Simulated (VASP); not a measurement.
Here is a VASP 6.6.1 calculation.

The input INCAR:

```
SYSTEM = Be
ALGO = Normal
EDIFF = 1E-6
ENCUT = 520
GGA = PS
ISIF = 2
ISMEAR = 0
LASPH = .TRUE.
LCHARG = .FALSE.
LREAL = .FALSE.
LWAVE = .FALSE.
NBANDS = 10
NELM = 80
PREC = Accurate
SIGMA = 0.1
```

KPOINTS

```
k-points
0
G
  6 6 8
  0 0 0
```

POSCAR

```
Be
1.0
    3.5588545067      0.0000000000      0.0000000000
   -1.7794272533      3.0820584112      0.0000000000
    0.0000000000      0.0000000000      2.1753166127
Be
3
Direct
    0.0000000000      0.0000000000      0.0000000000
    0.3333333333      0.6666666667      0.5000000000
    0.6666666667      0.3333333333      0.5000000000
```

Potentials or basis: VASP PAW PBE potentials, release 64 (Be).

The run is started by

```sh
$ cat potpaw_PBE.64/Be/POTCAR > POTCAR
$ mpirun -np 1 vasp_std > vasp.out
```

**Question.** Predict the pressure.

**Answer.** 0.3 GPa.

**Question.** What does it give for the band gap on the k mesh?

**Answer.** Zero (band 3 reaches 11.38 eV, above the bottom of band 4 at 6.53 eV).

Stress tensor (GPa, compression positive):
```
0.35 0.00 0.00
0.00 0.35 0.00
0.00 0.00 0.22
```

Caveat: the k points lie up to 0.36 Å⁻¹ apart; the PAW data sets were made with another functional, which shifts forces and pressure a little.
